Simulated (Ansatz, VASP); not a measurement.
Si2N in VASP and in Ansatz

INCAR

```
PREC = Accurate
ENCUT = 600
EDIFF = 1E-7
ISMEAR = -1
SIGMA = 0.05
LREAL = False
LASPH = True
NELM = 60
ALGO = Normal
ISIF = 3
LWAVE = False
LCHARG = False
GGA = PS
IBRION = 2
NSW = 60
EDIFFG = -0.01
```

KPOINTS

```
regular mesh
0
Gamma
  9 9 9
```

POSCAR

```
Si2N
1.0
   -2.0455600000      2.0455600000      2.3983700000
    2.0455600000     -2.0455600000      2.3983700000
    2.0455600000      2.0455600000     -2.3983700000
Si N
2 1
Direct
    0.7500000000      0.2500000000      0.5000000000
    0.2500000000      0.7500000000      0.5000000000
    0.0000000000      0.0000000000      0.0000000000
```

Contents of input.yaml:

```yaml
crystal:
  lattice:
    - [-2.04556, 2.04556, 2.39837]
    - [2.04556, -2.04556, 2.39837]
    - [2.04556, 2.04556, -2.39837]
  atoms:
    - { symbol: Si, position: [0.75, 0.25, 0.5] }
    - { symbol: Si, position: [0.25, 0.75, 0.5] }
    - { symbol: "N", position: [0.0, 0.0, 0.0] }
hamiltonian:
  xc: pbesol
  pseudopotentials: { kind: paw }
kpoints:
  mp_grid: { grid: [9, 9, 9] }
scf:
  occupations: { method: fermi_dirac, width: 0.05 }
output:
  forces: true
  stress: true
  eigenvalues: true
  write_density: true
  write_potential: true
  elf: true
  volumetric_format: npy
relax:
  f_tol: 0.01
  max_steps: 40
  cell: { stress_tol: 0.05 }
```

Alike in both runs: task relaxation of cell and atoms; functional PBEsol; k mesh 9 × 9 × 9; occupations fermi-dirac, width 0.05 eV; no spin polarisation.

```csv
,VASP,Ansatz
version,VASP 6.6.1,Ansatz 0.2.0
potentials or method,"VASP PAW PBE potentials, release 64 (Si, N)",Ansatz PAW
plane-wave cutoff (eV),600,420
valence electrons in the cell,13,13
```

VASP gave:

- gap on the k mesh at the Fermi level, each at its own relaxed structure (eV): none
- relaxed volume (Å³/atom): 12.90
- relaxed cell length with the largest relative difference (Å): 3.717

Q: Estimate Ansatz's values.

A: gap on the k mesh at the Fermi level, each at its own relaxed structure (eV): none; relaxed volume (Å³/atom): 12.89; relaxed cell length with the largest relative difference (Å): 3.717.

VASP's potentials were made for PBE, not for PBEsol. A gap of «none» marks a metal or a gap that the smearing closes.

Noted on Ansatz's run: the plane-wave basis is chosen anew once the cell has moved, so the energies of steps on either side of that aren't comparable.
